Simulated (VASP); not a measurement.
Set up this calculation in VASP 6.6.1, as the native input.

```yaml
Task: single point
Functional: PBE
Potentials_or_basis: VASP PAW PBE potentials, release 64 (Ca_sv, Se)
Cutoff: 520 eV
k_mesh: 4 × 4 × 4
Occupations: gaussian, width 0.1 eV
Spin: no spin polarisation
Dipole_correction: no
Further_INCAR_settings: ALGO = Normal; EDIFF = 1e-06; NBANDS = 15
```

The structure of CaSe lies in POSCAR:

```
CaSe
1.0
    0.0000000000      3.3000000000      3.3000000000
    3.3000000000      0.0000000000      3.3000000000
    3.3000000000      3.3000000000      0.0000000000
Ca Se
1 1
Direct
    0.0000000000      0.0000000000      0.0000000000
    0.7500000000      0.7500000000      0.7500000000
```

These files were run (other wordings do the same):

INCAR

```
SYSTEM = CaSe
PREC = Accurate
ENCUT = 520
EDIFF = 1E-6
ISMEAR = 0
SIGMA = 0.1
LREAL = .False.
LASPH = .True.
NELM = 60
ALGO = Normal
ISIF = 2
LWAVE = .False.
LCHARG = .False.
GGA = PE
NBANDS = 15
```

KPOINTS

```
regular mesh
0
Gamma
  4 4 4
  0 0 0
```

Potentials or basis: VASP PAW PBE potentials, release 64 (Ca_sv, Se).

The run is started by

```bash
$ cat potpaw_PBE.64/Ca_sv/POTCAR potpaw_PBE.64/Se/POTCAR > POTCAR
$ mpirun -np 1 vasp_std > vasp.out
```

Results of the run:

The pressure is -0.1 GPa. The band gap on the k mesh is 3.14 eV, indirect (least direct gap 3.24 eV).

It took 24 s on 1 thread of AMD EPYC 7R13, with other jobs on the host, peak memory 0.17 GiB.
